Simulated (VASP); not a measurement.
Set up this calculation in VASP 6.6.1, as the native input.

```yaml
Task: single point
Functional: LDA
Potentials_or_basis: VASP PAW LDA potentials, release 64 (Pb_d)
Cutoff: 520 eV
k_mesh: 18 × 18 × 18
Occupations: gaussian, width 0.15 eV
Spin: no spin polarisation
Dipole_correction: no
Further_INCAR_settings: ALGO = Fast; EDIFF = 1e-06; NBANDS = 13
```

The structure of Pb lies in POSCAR:

```
Pb
1.0
   -1.9796595667      1.9796595667      1.9796595667
    1.9796595667     -1.9796595667      1.9796595667
    1.9796595667      1.9796595667     -1.9796595667
Pb
1
Direct
    0.0000000000      0.0000000000      0.0000000000
```

This isn't the form of Pb at room conditions, which is fcc.

These files were run (other wordings do the same):

INCAR

```
SYSTEM = Pb
PREC = Accurate
ENCUT = 520
EDIFF = 1E-6
ISMEAR = 0
SIGMA = 0.15
LREAL = .FALSE.
LASPH = .TRUE.
NELM = 100
ALGO = Fast
ISIF = 2
LWAVE = .FALSE.
LCHARG = .FALSE.
NBANDS = 13
```

KPOINTS

```
regular mesh
0
G
  18 18 18
  0 0 0
```

Potentials or basis: VASP PAW LDA potentials, release 64 (Pb_d).

Launch:

```bash
$ cat potpaw_LDA.64/Pb_d/POTCAR > POTCAR
$ mpirun -np 1 vasp_std > vasp.out
```

Results of the run:

- Pressure: -3.0 GPa
- Band gap on the k mesh: zero (bands 7 and 8 overlap by 9.35 eV)

Caveat: spin-orbit coupling is left out, which moves the levels of the heavy elements.

Wall time 35 s on 1 thread of Intel(R) Xeon(R) 6975P-C (Granite Rapids) (shared host), peak memory 0.19 GiB.
